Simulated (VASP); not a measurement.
Runs of VASP 6.6.1 on Hf. The structure is that of space group Fd-3m (No. 227), or close to it. The cells are those of the table. This isn't the form of Hf at room conditions, which is hcp.

| task | cell | gap on the mesh (eV) | pressure (GPa) |
| --- | --- | --- | --- |
| relaxation of cell and atoms | relaxed to 45 GPa from a = 4.349 Å, angles 60.0°, 2 atoms | none | 45.0 |
| single point | a = 4.072 Å, angles 60.0°, 2 atoms | none | 14.3 |
| relaxation of cell and atoms | relaxed to 30 GPa from a = 4.349 Å, angles 60.0°, 2 atoms | none | 30.0 |
| relaxation of cell and atoms | relaxed to 15 GPa from a = 4.349 Å, angles 60.0°, 2 atoms | none | 15.0 |
| single point | a = 3.921 Å, angles 60.0°, 2 atoms | none | 29.0 |
| single point | a = 3.818 Å, angles 60.0°, 2 atoms | none | 43.8 |
| single point | a = 4.506 Å, angles 60.0°, 2 atoms | none | (a) |
| relaxation of cell and atoms | relaxed from a = 4.349 Å, angles 60.0°, 2 atoms | none | 0.0 |

Alike in all rows: level PBEsol; potentials or basis VASP PAW PBE potentials, release 64 (Hf_pv); no spin polarisation; k mesh 13 × 13 × 13; cutoff (eV) 500; smearing gaussian 0.05 eV.

**Question.** Estimate the missing entries.

**Answer.** (a) -0.2.

Caveats: the PAW data sets were made with another functional, which shifts forces and pressure a little; spin-orbit coupling is left out, which moves the levels of the heavy elements; the cell is relaxed towards a set pressure, so the run minimises the enthalpy, not the energy (at least some runs); the cell stands under pressure (at least some runs).

A k mesh can miss the band edges, and the runs leave out spin-orbit coupling on Hf.

A gap of «none» marks levels without a gap at the run's occupations.
